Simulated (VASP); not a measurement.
# GaN (P6mm) in VASP: notebook

The runs below take GaN through single point, relaxation of cell and atoms, with PBE.

All numbers are computed with VASP 6.6.1; they aren't measurements. Logs are shortened: lines on timing, memory, paths and dates and some standing lists are left out, and cuts for length are marked.

**1. The cell of the first run**

The structure is hexagonal, space group P6mm (No. 183). Conventional cell: a = 3.362 Å, b = 3.362 Å, c = 2.962 Å, α = 90.00°, β = 90.00°, γ = 120.00°. Ga (site symmetry 6mm) has 2 N at 1.32 to 1.65 Å within 1.8 Å. N (site symmetry 6mm) has 2 Ga at 1.32 to 1.65 Å within 1.8 Å.

**2. Single point, PBE**

INCAR reads:

```
PREC = Accurate ; ENCUT = 520
EDIFF = 1E-7 ; ISMEAR = 0
SIGMA = 0.1 ; LREAL = False
LASPH = True ; NELM = 60
ALGO = Normal ; ISIF = 2
LWAVE = False ; LCHARG = False
GGA = PE ; NBANDS = 16
```

KPOINTS reads:

```
regular mesh
0
Gamma
  6 6 6
```

POSCAR reads:

```
GaN
1.0
    3.3623210400      0.0000000000      0.0000000000
   -1.6811605200      2.9118554400      0.0000000000
    0.0000000000      0.0000000000      2.9622533800
Ga N
1 1
Direct
    0.0000000000      0.0000000000      0.9726910200
    0.0000000000      0.0000000000      0.4169654700
```

Potentials or basis: VASP PAW PBE potentials, release 64 (Ga_d, N).

Run with:

```
$ cat potpaw_PBE.64/Ga_d/POTCAR potpaw_PBE.64/N/POTCAR > POTCAR
$ mpirun -np 1 vasp_std > vasp.out
```

OUTCAR:

```text
PREC = Accurate
   ENCUT = 520
   EDIFF = 1E-7
   ISMEAR = 0
   LREAL = False
   LASPH = True
   NELM = 60
   ISIF = 2
   GGA = PE

 ion  position               nearest neighbor table
   1  0.000  0.000  0.973-   2 1.32   2 1.65
   2  0.000  0.000  0.417-   1 1.32   1 1.65

  LATTYP: Found a hexagonal cell.
 ALAT       =     3.3623210400
 C/A-ratio  =     0.8810144376

  Lattice vectors:

 A1 = (   3.3623210400,   0.0000000000,   0.0000000000)
 A2 = (  -1.6811605200,   2.9118554400,   0.0000000000)
 A3 = (   0.0000000000,   0.0000000000,   2.9622533800)

Analysis of symmetry for initial positions (statically):
=====================================================================
 Subroutine PRICEL returns:
 Original cell was already a primitive cell.

 Routine SETGRP: Setting up the symmetry group for a
 hexagonal supercell.

 Subroutine GETGRP returns: Found 12 space group operations
 (whereof 12 operations were pure point group operations)
 out of a pool of 24 trial point group operations.

The static configuration has the point symmetry C_6v.

Analysis of symmetry for dynamics (positions and initial velocities):
=====================================================================
 Subroutine PRICEL returns:
 Original cell was already a primitive cell.

 Routine SETGRP: Setting up the symmetry group for a
 hexagonal supercell.

 Subroutine GETGRP returns: Found 12 space group operations
 (whereof 12 operations were pure point group operations)
 out of a pool of 24 trial point group operations.

The dynamic configuration has the point symmetry C_6v.

 Subroutine INISYM returns: Found 12 space group operations
 (whereof 12 operations are pure point group operations),
 and found     1 'primitive' translations

----------------------------------------------------------------------------------------

                                     Primitive cell

  volume of cell :      29.0022

  direct lattice vectors                    reciprocal lattice vectors
     3.362321040  0.000000000  0.000000000     0.297413599  0.171711821  0.000000000
    -1.681160520  2.911855440  0.000000000     0.000000000  0.343423642  0.000000000
     0.000000000  0.000000000  2.962253380     0.000000000  0.000000000  0.337580845

  length of vectors
     3.362321040  3.362321043  2.962253380     0.343423642  0.343423642  0.337580845

  position of ions in fractional coordinates (direct lattice)
     0.000000000  0.000000000  0.972691020
     0.000000000  0.000000000  0.416965470

  ion indices of the primitive-cell ions
   primitive index   ion index
                 1           1
                 2           2

----------------------------------------------------------------------------------------

 KPOINTS: regular mesh

Automatic generation of k-mesh.
 Grid dimensions read from file:
 generate k-points for:    6    6    6

 Generating k-lattice:

  Cartesian coordinates                     Fractional coordinates (reciprocal lattice)
     0.049568933  0.028618637  0.000000000     0.166666667 -0.000000000  0.000000000
     0.000000000  0.057237274  0.000000000     0.000000000  0.166666667  0.000000000
     0.000000000  0.000000000  0.056263474     0.000000000  0.000000000  0.166666667

  Length of vectors
     0.057237274  0.057237274  0.056263474

  Shift w.r.t. Gamma in fractional coordinates (k-lattice)
     0.000000000  0.000000000  0.000000000

 Subroutine IBZKPT returns following result:
 ===========================================

 Found     28 irreducible k-points:

 Following reciprocal coordinates:
            Coordinates               Weight
  0.000000  0.000000  0.000000      1.000000
  0.166667  0.000000  0.000000      6.000000
  0.333333 -0.000000  0.000000      6.000000
  0.500000 -0.000000  0.000000      3.000000
  0.166667  0.166667  0.000000      6.000000
  0.333333  0.166667  0.000000     12.000000
[... 16 lines left out ...]
  0.166667  0.000000  0.500000      6.000000
  0.333333 -0.000000  0.500000      6.000000
 [... further k-points ...]
   k-points           NKPTS =     28   k-points in BZ     NKDIM =     28   number of bands    NBANDS=     16
   number of dos      NEDOS =    301   number of ions     NIONS =      2
   total plane-waves  NPLWV =  18816
   dimension x,y,z NGX =    28 NGY =   28 NGZ =   24
   dimension x,y,z NGXF=    56 NGYF=   56 NGZF=   48
   ions per type =               1   1
   NGX,Y,Z   is equivalent  to a cutoff of  13.84, 13.84, 13.47 a.u.
   NGXF,Y,Z  is equivalent  to a cutoff of  27.69, 27.69, 26.94 a.u.
 SYSTEM =  unknown system
   PREC   = accura    normal or accurate (medium, high low for compatibility)
   ISTART =      0    job   : 0-new  1-cont  2-samecut
   ICHARG =      2    charge: 1-file 2-atom 10-const
   ISPIN  =      1    spin polarized calculation?
   LNONCOLLINEAR =      F non collinear calculations
   LSORBIT =      F    spin-orbit coupling
   LASPH  =      T    aspherical Exc in radial PAW
   ENCUT  =  520.0 eV  38.22 Ry    6.18 a.u.   6.25  6.25  5.51*2*pi/ulx,y,z
   NELM   =     60;   NELMIN=  2; NELMDL= -5     # of ELM steps
   EDIFF  = 0.1E-06   stopping-criterion for ELM
   LREAL  =      F    real-space projection
   EDIFFG = 0.1E-05   stopping-criterion for IOM
   NSW    =      0    number of steps for IOM
   IBRION =     -1    ionic relax: 0-MD 1-quasi-New 2-CG
   NFREE  =      0    steps in history (QN), initial steepest desc. (CG)
   ISIF   =      2    stress and relaxation
   ISYM   =      2    0-nonsym 1-usesym 2-fastsym
   POTIM  = 0.5000    time-step for ionic-motion
   TEBEG  =    0.0;   TEEND  =   0.0 temperature during run
   PSTRESS=    0.0 pullay stress
   NELECT =      18.0000    total number of electrons
   NUPDOWN=      -1.0000    fix difference up-down
   EMIN   =  10.00;   EMAX   =-10.00  energy-range for DOS
   EFERMI =   0.00;   METHOD = LEGACY
   ISMEAR =     0;   SIGMA  =   0.10  broadening in eV -4-tet -1-fermi 0-gaus
   EFERMI_NEDOS =   21; number of points for ismear=-14 and -15
   IALGO  =     38    algorithm
   IMIX   =      4    mixing-type and parameters
     AMIX     =   0.40;   BMIX     =  1.00
     AMIX_MAG =   1.60;   BMIX_MAG =  1.00
  volume/ion in A,a.u.               =      14.50        97.86
  Fermi-wavevector in a.u.,A,eV,Ry     =   1.396439  2.638887 26.531926  1.950042
  Thomas-Fermi vector in A             =   2.519793
   LORBIT       =      0    0 simple, 1 ext, 2 COOP (PROOUT), +10 PAW based schemes
   GGA     = PE    functional components
   LHFCALC =     F    Hartree Fock is set to
   AEXX    =    0.0000 exact exchange contribution
   IVDW    =     0    specifies the selected vdW correction
   LEPSILON=     F    determine dielectric tensor
   LRPA    =     F    only Hartree local field effects (RPA)
 non-spin polarized calculation
 Gauss-broadening in eV      SIGMA  =   0.10
  energy-cutoff  :      520.00
  volume of cell :       29.00
 maximum number of plane-waves:       803
 NGX is ok and might be reduce to    28
   NGX = 13   NGY = 13   NGZ = 11

 number of electron      17.9999995 magnetization

 Free energy of the ion-electron system (eV)
  ---------------------------------------------------
  ext. energy  EPLUGINS =         0.00000000
  ---------------------------------------------------
  free energy    TOTEN  =        -3.97329120 eV

  energy without entropy =       -3.97329120  energy(sigma->0) =       -3.97329120

 E-fermi :   3.9117     XC(G=0):  -9.9918

 val. band max:        3.4915094121   @ k =   0.0000   0.0000   0.5000
 cond. band min:       4.3366080135   @ k =   0.5000  -0.0000   0.5000
 fundamental gap:      0.8450986013
 Fermi energy:         3.9116853816

 k-point     1 :       0.0000    0.0000    0.0000
  band No.  band energies     occupation
      1     -16.3246      2.00000
      2     -11.6741      2.00000
      3     -11.6741      2.00000
      4     -11.3465      2.00000
      5     -11.3465      2.00000
      6      -9.1524      2.00000
[... 8 lines left out ...]
     15      17.3179      0.00000
     16      17.4696      0.00000

 k-point     2 :       0.1667    0.0000    0.0000
  band No.  band energies     occupation
      1     -16.2940      2.00000
      2     -11.6833      2.00000
      3     -11.6762      2.00000
      4     -11.3509      2.00000
      5     -11.3272      2.00000
      6      -8.9481      2.00000
[... 8 lines left out ...]
     15      18.7040      0.00000
     16      19.5880      0.00000

 k-point     3 :       0.3333   -0.0000    0.0000
  band No.  band energies     occupation
      1     -16.2336      2.00000
      2     -11.7013      2.00000
      3     -11.6805      2.00000
      4     -11.3618      2.00000
      5     -11.2881      2.00000
      6      -8.4573      2.00000
[... 8 lines left out ...]
     15      19.4622      0.00000
     16      21.8166      0.00000

 k-point     4 :       0.5000   -0.0000    0.0000
  band No.  band energies     occupation
      1     -16.2035      2.00000
      2     -11.7102      2.00000
      3     -11.6827      2.00000
      4     -11.3681      2.00000
      5     -11.2683      2.00000
      6      -8.1507      2.00000
[... 8 lines left out ...]
     15      21.2581      0.00000
     16      23.9661      0.00000
[... 324 lines left out ...]
 k-point    22 :       0.0000    0.0000    0.5000
  band No.  band energies     occupation
      1     -14.5799      2.00000
      2     -12.0520      2.00000
      3     -12.0520      2.00000
      4     -11.3313      2.00000
      5     -11.3313      2.00000
      6     -10.6833      2.00000
[... 8 lines left out ...]
     15      19.2485      0.00000
     16      20.1385      0.00000

 k-point    23 :       0.1667    0.0000    0.5000
  band No.  band energies     occupation
      1     -14.5697      2.00000
      2     -12.0781      2.00000
      3     -12.0570      2.00000
      4     -11.3347      2.00000
      5     -11.3133      2.00000
      6     -10.5832      2.00000
[... 8 lines left out ...]
     15      18.0846      0.00000
     16      20.6018      0.00000

 k-point    24 :       0.3333   -0.0000    0.5000
  band No.  band energies     occupation
      1     -14.5496      2.00000
      2     -12.1234      2.00000
      3     -12.0671      2.00000
      4     -11.3425      2.00000
      5     -11.2769      2.00000
      6     -10.3819      2.00000
[... 8 lines left out ...]
     15      18.4103      0.00000
     16      22.7636      0.00000

 [... further k-points ...]
[... 5 lines left out ...]
  --------------------------------------------------------------------------------------
  -------------------------------------------------------------------------------------
  Total        1.9477481      1.9477481     54.8916487      0.0000000      0.0000000      0.0000000
  in kB      107.5999787    107.5999790   3032.3942537      0.0000000      0.0000000      0.0000000
  external PRESSURE =    1082.5314038 kB  Pullay stress =       0.0000000 kB

 VOLUME and BASIS-vectors are now :
 -----------------------------------------------------------------------------
  energy-cutoff  :      520.00
  volume of cell :       29.00
      direct lattice vectors                 reciprocal lattice vectors
     3.362321040  0.000000000  0.000000000     0.297413599  0.171711821  0.000000000
    -1.681160520  2.911855440  0.000000000     0.000000000  0.343423642  0.000000000
     0.000000000  0.000000000  2.962253380     0.000000000  0.000000000  0.337580845

 POSITION                                       TOTAL-FORCE (eV/Angst)
 -----------------------------------------------------------------------------------
      0.00000      0.00000      2.88136        -0.000000      0.000000    -33.940053
      0.00000      0.00000      1.23516         0.000000     -0.000000     33.940053
 -----------------------------------------------------------------------------------
    total drift:                                0.000000      0.000000     -0.001898

  FREE ENERGIE OF THE ION-ELECTRON SYSTEM (eV)
  ---------------------------------------------------
  free  energy   TOTEN  =        -3.9732911990 eV

  energy  without entropy=       -3.9732911990  energy(sigma->0) =       -3.97329120
```

Run time: 12 s. Hardware: 1 thread of Intel Xeon Platinum 8488C (Sapphire Rapids), shared host; peak memory 0.15 GiB.

Results:

```
Free energy            : -3.9733 eV
Pressure               : 108.3 GPa
Largest force          : 33.940 eV/Å
Band gap on the k mesh : 0.85 eV, indirect (least direct gap 1.23 eV)
```

Forces in eV/Å, atoms in the order of the input:
```
Ga    0.000   0.000 -33.940
N     0.000   0.000  33.940
```

Stress tensor (GPa, compression positive):
```
 10.76   0.00   0.00
  0.00  10.76   0.00
  0.00   0.00 303.24
```

Caveat: forces of over 1 eV/Å act on the atoms, so gaps and moduli don't describe the material at rest. A k mesh can miss the band edges.

**3. Relaxation of cell and atoms, PBE**

INCAR reads:

```
SYSTEM = GaN
PREC = Accurate ; ENCUT = 600
EDIFF = 1E-6 ; ISMEAR = 0
SIGMA = 0.1 ; LREAL = .FALSE.
LASPH = .TRUE. ; NELM = 80
ALGO = Normal ; ISIF = 3
LWAVE = .FALSE. ; LCHARG = .FALSE.
GGA = PE ; IBRION = 2
NSW = 90 ; EDIFFG = -0.04
```

KPOINTS reads:

```
Automatic mesh
0
G
  6 6 6
  0 0 0
```

POSCAR is that of step 2.

Potentials or basis: VASP PAW PBE potentials, release 64 (Ga_d, N).

Run with:

```
$ cat potpaw_PBE.64/Ga_d/POTCAR potpaw_PBE.64/N/POTCAR > POTCAR
$ mpirun -np 1 vasp_std > vasp.out
```

It took 5.9 min on 1 thread of Intel Xeon Platinum 8488C (Sapphire Rapids), shared host; peak memory 0.17 GiB.

Results (log left out):

| Item | Value |
| --- | --- |
| Free energy | -9.3390 eV |
| Relaxed volume | 24.27 Å³/atom |
| Relaxed cell | a = 4.073 Å, b = 4.073 Å, c = 3.379 Å, α = 90.00°, β = 90.00°, γ = 120.00° |
| Space group after relaxing (to 0.05 Å) | P6/mmm (No. 191) |
| Energy gained by relaxing | 2680.4 meV/atom |
| Ionic steps | 44 |
| Pressure after relaxing | 0.0 GPa |
| Largest force after relaxing | 0.029 eV/Å |
| Band gap on the k mesh | 0.14 eV, indirect (least direct gap 1.64 eV) |

Forces on the atoms (eV/Å):
```
Ga   0.000  0.000 -0.029
N    0.000  0.000  0.029
```

Stress tensor (GPa, compression positive):
```
 0.05  0.00  0.00
 0.00  0.05  0.00
 0.00  0.00 -0.03
```

The path:
```
step  energy change (eV)  largest force (eV/Å)  pressure (GPa)  volume (Å³)
   1              0.0000               33.8878          108.13        29.00
   3              1.8978                1.2723          -26.83        63.06
   5             57.3887              325.6298          351.72        44.71
   7             -1.1663                8.0539            3.83        50.43
   9             -1.6967                1.5958           -8.02        52.02
  11             -2.4454                3.1331           -3.51        44.43
  13             -1.9251               11.5885           14.67        38.88
  15             -3.5753               13.1388           30.61        29.11
  17             -3.5855               11.3246           51.21        26.87
  19             -3.6857                4.8863           58.47        26.08
  21             -3.7815                6.5754           53.11        26.42
  23             -4.3130                4.5018           33.67        27.52
  25             -4.6198                0.5860           -4.47        32.09
  27             -4.7349                1.6406            6.43        30.02
  29             -4.7528                1.2892            5.32        30.25
  31             -4.8302                1.1178            8.11        30.77
  33             -4.9433                0.9621            8.14        32.24
  35             -5.1982                0.0852           10.40        39.13
  37             -5.3400                0.4467            0.12        44.97
  39             -5.3405                0.4706           -0.52        45.36
  41             -5.3543                0.5356           -0.84        47.80
  43             -5.3604                0.2103            0.14        48.54
  44             -5.3608                0.0286            0.03        48.55
```

Final structure:
```
Ga N
1.0
     4.07285    0.00000    0.00000
    -2.03643    3.52719    0.00000
     0.00000    0.00000    3.37946
Ga N
1 1
Direct
  0.00000 0.00000 0.44490
  0.00000 0.00000 0.94476
```

Levels at points of the mesh, in eV from the valence-band top:
```csv
k point,band 5,band 6,band 7,band 8,band 9,band 10,band 11,band 12,band 13
"(0.00, 0.00, 0.00)",-14.52,-12.00,-4.17,-1.50,-1.50,0.14,7.72,9.07,9.07
"(0.50, 0.00, 0.00)",-14.52,-11.80,-4.10,-2.97,-1.78,2.01,4.84,7.11,7.86
"(0.00, 0.00, 0.50)",-14.63,-13.41,-7.16,0.00,0.00,4.61,5.66,5.66,6.49
"(0.50, 0.00, 0.50)",-14.64,-13.32,-6.68,-0.79,-0.16,1.72,4.68,6.67,9.29
```

Caveat: the volume moved by over 15 % at a fixed basis, so the end points are rough. A k mesh can miss the band edges.
